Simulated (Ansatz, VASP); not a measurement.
# One calculation of SbPt, two programs

The input INCAR:

```
SYSTEM = SbPt
PREC = Accurate ; ENCUT = 520
EDIFF = 1E-6 ; ISMEAR = -1
SIGMA = 0.08 ; LREAL = .FALSE.
LASPH = .TRUE. ; NELM = 60
ALGO = Normal ; ISIF = 2
LWAVE = .FALSE. ; LCHARG = .FALSE.
GGA = CA ; NBANDS = 23
```

File KPOINTS:

```
Automatic mesh
0
G
  11 11 8
  0 0 0
```

File POSCAR:

```
SbPt
1.0
    4.1299978706      0.0000000000      0.0000000000
   -2.0649989353      3.5766830735      0.0000000000
    0.0000000000      0.0000000000      5.5814400000
Sb Pt
2 2
Direct
    0.3333333333      0.6666666667      0.2500000000
    0.6666666667      0.3333333333      0.7500000000
    0.0000000000      0.0000000000      0.0000000000
    0.0000000000      0.0000000000      0.5000000000
```

Input for Ansatz:

```yaml
crystal:
  lattice:
    - [4.1299978706, 0.0, 0.0]
    - [-2.0649989353, 3.5766830735, 0.0]
    - [0.0, 0.0, 5.58144]
  atoms:
    - { symbol: Sb, position: [0.3333333333, 0.6666666667, 0.25] }
    - { symbol: Sb, position: [0.6666666667, 0.3333333333, 0.75] }
    - { symbol: Pt, position: [0.0, 0.0, 0.0] }
    - { symbol: Pt, position: [0.0, 0.0, 0.5] }
kpoints:
  mp_grid: { grid: [11, 11, 8] }
  band_path:
    path:
      - [0.0, 0.0, 0.0]
      - [0.5, 0.0, 0.0]
      - [0.3333333333, 0.3333333333, 0.0]
      - [0.0, 0.0, 0.0]
      - [0.0, 0.0, 0.5]
      - [0.5, 0.0, 0.5]
      - [0.3333333333, 0.3333333333, 0.5]
      - [0.0, 0.0, 0.5]
      - [0.5, 0.0, 0.5]
    npoints: 5
scf:
  occupations: { method: fermi_dirac, width: 0.08 }
hamiltonian:
  xc: lda
  pseudopotentials: { kind: all_electron, lapw: { basis_error: 0.0005 } }
output:
  forces: true
  stress: true
  eigenvalues: true
```

Change from the starting cell: zz strain of +2 %.

Alike in both runs: task single point; functional LDA; k mesh 11 × 11 × 8; occupations fermi-dirac, width 0.08 eV; no spin polarisation.

|  | VASP | Ansatz |
| --- | --- | --- |
| version | VASP 6.6.1 | Ansatz 0.2.0 |
| potentials or method | VASP PAW LDA potentials, release 64 (Sb, Pt), cutoff 520 eV | all-electron LAPW, scalar-relativistic |

|  | VASP | Ansatz | Ansatz less VASP |
| --- | --- | --- | --- |
| pressure (GPa) | -2.9 | -3.1 | -0.20 |
| traceless stress, the component that is largest in VASP (GPa) | -2.33 | -2.46 | -0.127 |

LDA's correlation is that of Perdew and Zunger in VASP and of Perdew and Wang (1992) in Ansatz. Ansatz ran all-electron here, and VASP with PAW potentials.

Spin-orbit coupling is off throughout.
